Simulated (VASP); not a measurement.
Set up this calculation in VASP 6.6.1, as the native input.

- Task: single point
- Functional: r2SCAN
- Potentials or basis: VASP PAW PBE potentials, release 64 (Zn, S)
- Cutoff: 520 eV
- k mesh: 6 × 6 × 4
- Occupations: gaussian, width 0.02 eV
- Spin: no spin polarisation
- Dipole correction: no
- Further INCAR settings: ALGO = Normal; EDIFF = 1e-06; NBANDS = 26

The system is ZnS (Wurtzite-2H).

```
Zn S
1.0
     3.73478    0.00000    0.00000
    -1.86739    3.23441    0.00000
     0.00000    0.00000    6.23400
Zn S
2 2
Direct
  0.33333 0.66667 0.00000
  0.66667 0.33333 0.50000
  0.33333 0.66667 0.38500
  0.66667 0.33333 0.88500
```

These files were run (other wordings do the same):

POSCAR

```
ZnS
1.0
    3.7347800000      0.0000000000      0.0000000000
   -1.8673900000      3.2344145400      0.0000000000
    0.0000000000      0.0000000000      6.2340000000
Zn S
2 2
Direct
    0.3333333333      0.6666666667      0.0000000000
    0.6666666667      0.3333333333      0.5000000000
    0.3333333333      0.6666666667      0.3850000000
    0.6666666667      0.3333333333      0.8850000000
```

INCAR.step1

```
  PREC = Accurate
  ENCUT = 520
  ISMEAR = 0
  SIGMA = 0.02
  LREAL = F
  LASPH = T
  NELM = 100
  NBANDS = 26
  GGA = PE
  ALGO = Normal
  EDIFF = 1E-4
  LWAVE = T
  LCHARG = F
```

INCAR.step2

```
  PREC = Accurate
  ENCUT = 520
  EDIFF = 1E-6
  ISMEAR = 0
  SIGMA = 0.02
  LREAL = F
  LASPH = T
  NELM = 100
  ALGO = Normal
  ISIF = 2
  LWAVE = F
  LCHARG = F
  METAGGA = R2SCAN
  LMIXTAU = T
  NBANDS = 26
  ISTART = 1
```

KPOINTS

```
Automatic mesh
0
Gamma
  6 6 4
```

Potentials or basis: VASP PAW PBE potentials, release 64 (Zn, S).

Launch:

```bash
$ cat potpaw_PBE.64/Zn/POTCAR potpaw_PBE.64/S/POTCAR > POTCAR
$ cp INCAR.step1 INCAR
$ mpirun -np 1 vasp_std > vasp.out
$ cp INCAR.step2 INCAR
$ mpirun -np 1 vasp_std > vasp.out
```

Results of the run:

```yaml
Pressure: 4.0 GPa
Largest_force: 0.491 eV/Å
Band_gap_on_the_k_mesh: 2.98 eV, direct
```

Caveat: the PAW data sets were made with another functional, which shifts forces and pressure a little.

Run time: 110 s on 1 thread of Intel(R) Xeon(R) Platinum 8375C CPU @ 2.90GHz (Ice Lake), on a shared host, peak memory 0.21 GiB.
